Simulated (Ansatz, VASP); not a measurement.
## Two plane-wave programs on NaLa3

INCAR

```
PREC = Accurate ; ENCUT = 520
EDIFF = 1E-6 ; ISMEAR = -1
SIGMA = 0.05 ; LREAL = False
LASPH = True ; NELM = 60
ALGO = Fast ; ISIF = 2
LWAVE = False ; LCHARG = True
GGA = PE ; LELF = True
LVHAR = True ; NBANDS = 28
```

The input KPOINTS:

```
Automatic mesh
0
Gamma
  5 5 5
```

Contents of POSCAR:

```
NaLa3
1.0
    5.3593776235      0.0000000000      0.0000000000
    0.0000000000      5.3593776235      0.0000000000
    0.0000000000      0.0000000000      5.3593776235
La Na
3 1
Direct
    0.5000000000      0.5000000000      0.0000000000
    0.0000000000      0.5000000000      0.5000000000
    0.5000000000      0.0000000000      0.5000000000
    0.0000000000      0.0000000000      0.0000000000
```

input.yaml

```yaml
crystal:
  lattice:
    - [5.3593776235, 0.0, 0.0]
    - [0.0, 5.3593776235, 0.0]
    - [0.0, 0.0, 5.3593776235]
  atoms:
    - { symbol: La, position: [0.5, 0.5, 0.0] }
    - { symbol: La, position: [0.0, 0.5, 0.5] }
    - { symbol: La, position: [0.5, 0.0, 0.5] }
    - { symbol: Na, position: [0.0, 0.0, 0.0] }
hamiltonian:
  xc: pbe
  pseudopotentials: { kind: paw }
kpoints:
  mp_grid: { grid: [5, 5, 5] }
scf:
  occupations: { method: fermi_dirac, width: 0.05 }
output:
  forces: true
  stress: true
  eigenvalues: true
```

Alike in both runs: task single point; functional PBE; k mesh 5 × 5 × 5; occupations fermi-dirac, width 0.05 eV; no spin polarisation.

|  | VASP | Ansatz |
| --- | --- | --- |
| version | VASP 6.6.1 | Ansatz 0.2.0 |
| potentials or method | VASP PAW PBE potentials, release 64 (La, Na_pv) | Ansatz PAW |
| plane-wave cutoff (eV) | 520 | 420 |
| valence electrons in the cell | 40 | 42 |

|  | VASP | Ansatz | Ansatz less VASP |
| --- | --- | --- | --- |
| gap on the k mesh at the Fermi level (eV) | none | none | - |
| pressure (GPa) | -1.0 | -1.1 | -0.02 |

A gap of «none» marks a metal or a gap that the smearing closes. VASP's potentials hold 40 valence electrons a cell and Ansatz's 42, so a difference there can come from the potentials and not from the codes.

Spin-orbit coupling is off throughout.
